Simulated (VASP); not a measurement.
Set up this calculation in VASP 6.6.1, as the native input.

```
Task                   : single point
Functional             : PBE
Potentials or basis    : VASP PAW PBE potentials, release 64 (H, Si, C)
Cutoff                 : 520 eV
k mesh                 : 4 × 7 × 1
Occupations            : gaussian, width 0.05 eV
Spin                   : no spin polarisation
Dipole correction      : yes
Further INCAR settings : LREAL = Auto; ALGO = Normal; EDIFF = 1e-07; NBANDS = 54
```

The structure of Si7H4C lies in POSCAR:

```
Si7H4C
1.0
    7.7352909777      0.0000000000      0.0000000000
    0.0000000000      3.8676454889      0.0000000000
    0.0000000000      0.0000000000     28.4148410572
H Si C
8 14 2
Direct
    0.5000000000      0.6854455757      0.2991394526
    0.5000000000      0.3145544243      0.2991394526
    0.0000000000      0.3145544243      0.2991394526
    0.0000000000      0.6854455757      0.2991394526
    0.3596637643     -0.0750582613      0.7175631865
    0.5232815841      0.1517110737      0.6874320247
    0.1465864011      0.2385919927      0.6538325826
    0.2134609686      0.4655177893      0.7044444658
    0.5000000000      0.0000000000      0.3294167996
    0.0000000000      0.0000000000      0.3294167996
    0.7500000000      0.0000000000      0.3775402141
    0.2500000000      0.0000000000      0.3775402141
    0.7500000000      0.5000000000      0.4256636287
    0.2500000000      0.5000000000      0.4256636287
   -0.0006288958      0.5045488878      0.4754330043
    0.5009570167      0.4981376765      0.4721554964
   -0.0007770377      0.0066836592      0.5251276608
    0.4980078251     -0.0016505523      0.5193931358
    0.2584071978     -0.0425189887      0.5682381213
    0.7408847746      0.0398022846      0.5708092216
    0.3754434810      0.6916860879      0.6370126729
    0.6612097296      0.5465251977      0.6113448092
    0.3910344629      0.0499128026      0.6838248006
    0.2611503734      0.3391502027      0.6722423677
```

The input as run:

INCAR

```
SYSTEM = Si7H4C
PREC     = Accurate       ! precision mode
ENCUT    = 520            ! plane-wave cutoff, eV
EDIFF    = 1E-7           ! SCF threshold, eV
ISMEAR   = 0              ! smearing method
SIGMA    = 0.05           ! smearing width, eV
LREAL    = Auto         
LASPH    = .True.         ! aspherical terms in the spheres
NELM     = 100            ! most SCF steps
ALGO     = Normal         ! electronic algorithm
ISIF     = 2              ! what is computed and relaxed
LWAVE    = .False.        ! write WAVECAR
LCHARG   = .False.        ! write CHGCAR
LDIPOL   = .True.       
IDIPOL   = 3            
DIPOL    = 0.5 0.5 0.498
GGA      = PE             ! functional
NBANDS   = 54             ! bands
```

KPOINTS

```
Automatic mesh
0
Gamma
  4 7 1
  0 0 0
```

Potentials or basis: VASP PAW PBE potentials, release 64 (H, Si, C).

Launch:

```console
$ cat potpaw_PBE.64/H/POTCAR potpaw_PBE.64/Si/POTCAR potpaw_PBE.64/C/POTCAR > POTCAR
$ mpirun -np 1 vasp_std > vasp.out
```

It gave:

The largest force is 0.446 eV/Å and the band gap on the k mesh is zero (bands 36 and 37 overlap by 0.63 eV).

Run time: 15 min on 1 thread of Intel(R) Xeon(R) 6975P-C (Granite Rapids) (shared host), peak memory 0.98 GiB.
